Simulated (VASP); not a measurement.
Input of a VASP 6.6.1 run:

The input POSCAR:

```
SiC
1.0
    0.0000000000      2.1790000000      2.1790000000
    2.1790000000      0.0000000000      2.1790000000
    2.1790000000      2.1790000000      0.0000000000
Si C
1 1
Direct
    0.0000000000      0.0000000000      0.0000000000
    0.2500000000      0.2500000000      0.2500000000
```

The input INCAR.step1:

```
SYSTEM = SiC
  PREC = Accurate
  ENCUT = 520
  ISMEAR = 0
  SIGMA = 0.01
  LREAL = .FALSE.
  LASPH = .TRUE.
  NELM = 60
  NBANDS = 11
  GGA = PE
  ALGO = Normal
  EDIFF = 1E-4
  LWAVE = .TRUE.
  LCHARG = .FALSE.
```

The input INCAR.step2:

```
SYSTEM = SiC
  PREC = Accurate
  ENCUT = 520
  EDIFF = 1E-6
  ISMEAR = 0
  SIGMA = 0.01
  LREAL = .FALSE.
  LASPH = .TRUE.
  NELM = 60
  ALGO = Normal
  ISIF = 2
  LWAVE = .FALSE.
  LCHARG = .TRUE.
  METAGGA = R2SCAN
  LMIXTAU = .TRUE.
  LELF = .TRUE.
  LVHAR = .TRUE.
  NBANDS = 11
  ISTART = 1
```

Contents of KPOINTS:

```
regular mesh
0
G
  8 8 8
  0 0 0
```

Potentials or basis: VASP PAW PBE potentials, release 64 (Si, C).

Command:

```bash
$ cat potpaw_PBE.64/Si/POTCAR potpaw_PBE.64/C/POTCAR > POTCAR
$ cp INCAR.step1 INCAR
$ mpirun -np 1 vasp_std > vasp.out
$ cp INCAR.step2 INCAR
$ mpirun -np 1 vasp_std > vasp.out
```

Q: What does it give for the pressure?

A: -0.4 GPa.

Q: Predict the band gap on the k mesh.

A: 1.72 eV, indirect (least direct gap 5.06 eV).

Caveat: the PAW data sets were made with another functional, which shifts forces and pressure a little.

**Measured values to compare with.**

“Insight into the structural, elastic and electronic properties of a new orthorhombic 6O-SiC polytype”, 2020, pmc:7200658 quotes, for a bulk crystal of SiC: band gap 2.4 eV (indirect).

A measured gap of SiC is 2.4 eV (indirect; quoted in “Insight into the structural, elastic and electronic properties of a new orthorhombic 6O-SiC polytype”, 2020, pmc:7200658); the calculated 1.72 eV misses it by -0.68 eV. The value is that of r2SCAN on a finite k mesh, which can miss the band edges, without temperature or zero-point motion.
